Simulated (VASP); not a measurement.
Write the native input for VASP 6.6.1 that does the following.

* Task: single point
* Functional: LDA
* Potentials or basis: VASP PAW LDA potentials, release 64 (K_sv, I)
* Cutoff: 520 eV
* k mesh: 6 × 6 × 6
* Occupations: gaussian, width 0.05 eV
* Spin: no spin polarisation
* Dipole correction: no
* Further INCAR settings: ALGO = Normal; EDIFF = 1e-07; NBANDS = 15

The structure of KI lies in POSCAR:

```
KI
1.0
    0.0000000000      3.4109309835      3.4109309835
    3.4109309835      0.0000000000      3.4109309835
    3.4109309835      3.4109309835      0.0000000000
K I
1 1
Direct
    0.0000000000      0.0000000000      0.0000000000
    0.5000000000      0.5000000000      0.5000000000
```

The input as run:

INCAR

```
PREC = Accurate
ENCUT = 520
EDIFF = 1E-7
ISMEAR = 0
SIGMA = 0.05
LREAL = F
LASPH = T
NELM = 80
ALGO = Normal
ISIF = 2
LWAVE = F
LCHARG = F
NBANDS = 15
```

KPOINTS

```
Automatic mesh
0
Gamma
  6 6 6
```

Potentials or basis: VASP PAW LDA potentials, release 64 (K_sv, I).

The run is started by

```console
$ cat potpaw_LDA.64/K_sv/POTCAR potpaw_LDA.64/I/POTCAR > POTCAR
$ mpirun -np 1 vasp_std > vasp.out
```

Results of the run:

```yaml
Pressure: 0.0 GPa
Band_gap_on_the_k_mesh: 3.87 eV
```

Caveat: spin-orbit coupling is left out, which moves the levels of the heavy elements.

It took 23 s on 1 thread of Intel Xeon 8259CL, on a shared host, peak memory 0.18 GiB.
